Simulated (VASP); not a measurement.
## PbS: single point with PBEsol

The system is PbS.

```
CELL_PARAMETERS angstrom
2.13400 -6.14698 0.00000
2.13400 6.14698 0.00000
0.00000 0.00000 4.39052
ATOMIC_POSITIONS crystal
Pb 0.86944 0.13056 0.75000
Pb 0.13056 0.86944 0.25000
S 0.64520 0.35480 0.75000
S 0.35480 0.64520 0.25000
```

- Program: VASP 6.6.1
- Task: single point
- Functional: PBEsol
- Potentials or basis: VASP PAW PBE potentials, release 64 (Pb_d, S)
- Cutoff: 520 eV
- k mesh: 6 × 6 × 6
- Occupations: gaussian, width 0.01 eV
- Spin: no spin polarisation

* Pressure: -5.1 GPa
* Largest force: 0.459 eV/Å
* Band gap on the k mesh: 1.27 eV (least direct gap 1.41 eV)

Forces in eV/Å, atoms in the order of the input:
```
Pb   0.000  0.459  0.000
Pb   0.000 -0.459  0.000
S    0.000 -0.241  0.000
S    0.000  0.241  0.000
```

Stress tensor (GPa, compression positive):
```
-5.27  0.00  0.00
 0.00 -4.70  0.00
 0.00  0.00 -5.37
```

Levels at points of the mesh, in eV from the valence-band top:
| k point | band 17 | band 18 | band 19 | band 20 | band 21 | band 22 | band 23 | band 24 |
| --- | --- | --- | --- | --- | --- | --- | --- | --- |
| (0.00, 0.00, 0.00) | -1.95 | -1.28 | -1.12 | -0.28 | 4.49 | 4.74 | 4.85 | 5.32 |
| (0.50, 0.00, 0.00) | -1.01 | -0.85 | -0.31 | -0.22 | 1.77 | 1.93 | 2.31 | 2.88 |
| (0.50, 0.50, 0.00) | -1.66 | -1.48 | -0.96 | -0.28 | 1.27 | 4.34 | 4.82 | 5.01 |
| (0.00, 0.00, 0.50) | -0.80 | -0.80 | -0.04 | -0.04 | 1.86 | 1.86 | 2.85 | 2.85 |
| (0.50, 0.00, 0.50) | -2.63 | -2.63 | -1.15 | -1.15 | 3.41 | 3.41 | 5.07 | 5.07 |
| (0.50, 0.50, 0.50) | -0.89 | -0.89 | -0.34 | -0.34 | 1.59 | 1.59 | 3.21 | 3.21 |

Run time: 2.2 min on 1 thread of AMD EPYC 9R45 96-Core Processor (Zen 5), with other jobs on the host, peak memory 0.32 GiB.

Caveat: the cell stands under tension; the PAW data sets were made with another functional, which shifts forces and pressure a little; spin-orbit coupling is left out, which moves the levels of the heavy elements. A k mesh can miss the band edges.
